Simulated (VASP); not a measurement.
The system is Fe3W.

```
CELL_PARAMETERS angstrom
3.63358 0.00000 0.00000
0.00000 3.63358 0.00000
0.00000 0.00000 3.63358
ATOMIC_POSITIONS crystal
Fe 0.00000 0.50000 0.50000
Fe 0.50000 0.00000 0.50000
Fe 0.50000 0.50000 0.00000
W 0.00000 0.00000 0.00000
```

- Program: VASP 6.6.1
- Task: relaxation of cell and atoms
- Functional: PBEsol
- Potentials or basis: VASP PAW PBE potentials, release 64 (Fe, W_sv)
- Cutoff: 600 eV
- k mesh: 6 × 6 × 6
- Occupations: fermi-dirac, width 0.1 eV
- Spin: collinear spin, ferromagnetic start
- Starting moments: [3.5, 3.5, 3.5, 0.0] μB

At the start: pressure -13.7 GPa; volume 11.99 Å³/atom.

**Question.** Where does the relaxation end?

**Answer.** Over 7 steps the energy falls by 28.1 meV/atom and the volume is 11.37 Å³/atom (-5.2 %); space group Pm-3m (No. 221, to 0.1 Å) before and after; moment 1.61 μB per cell.

Step by step:
| step | energy change (eV) | largest force (eV/Å) | pressure (GPa) | volume (Å³) |
| --- | --- | --- | --- | --- |
| 1 | 0.0000 | 0.0000 | -13.71 | 47.97 |
| 2 | 0.3456 | 0.0000 | 37.43 | 41.19 |
| 3 | -0.1121 | 0.0000 | -0.53 | 45.58 |
| 4 | -0.1123 | 0.0000 | -0.08 | 45.51 |
| 5 | -0.1122 | 0.0000 | 0.24 | 45.46 |
| 6 | -0.1122 | 0.0000 | -0.40 | 45.56 |
| 7 | -0.1123 | 0.0000 | 0.00 | 45.50 |

Final structure:
```cif
data_structure
_symmetry_space_group_name_H-M 'P 1'
_symmetry_Int_Tables_number 1
_cell_length_a 3.5700
_cell_length_b 3.5700
_cell_length_c 3.5700
_cell_angle_alpha 90.000
_cell_angle_beta 90.000
_cell_angle_gamma 90.000
_cell_volume 45.50
loop_
_atom_site_label
_atom_site_type_symbol
_atom_site_fract_x
_atom_site_fract_y
_atom_site_fract_z
_atom_site_occupancy
Fe1 Fe 0.00000 0.50000 0.50000 1
Fe2 Fe 0.50000 0.00000 0.50000 1
Fe3 Fe 0.50000 0.50000 0.00000 1
W1 W 0.00000 0.00000 0.00000 1
```

Caveat: the PAW data sets were made with another functional, which shifts forces and pressure a little.
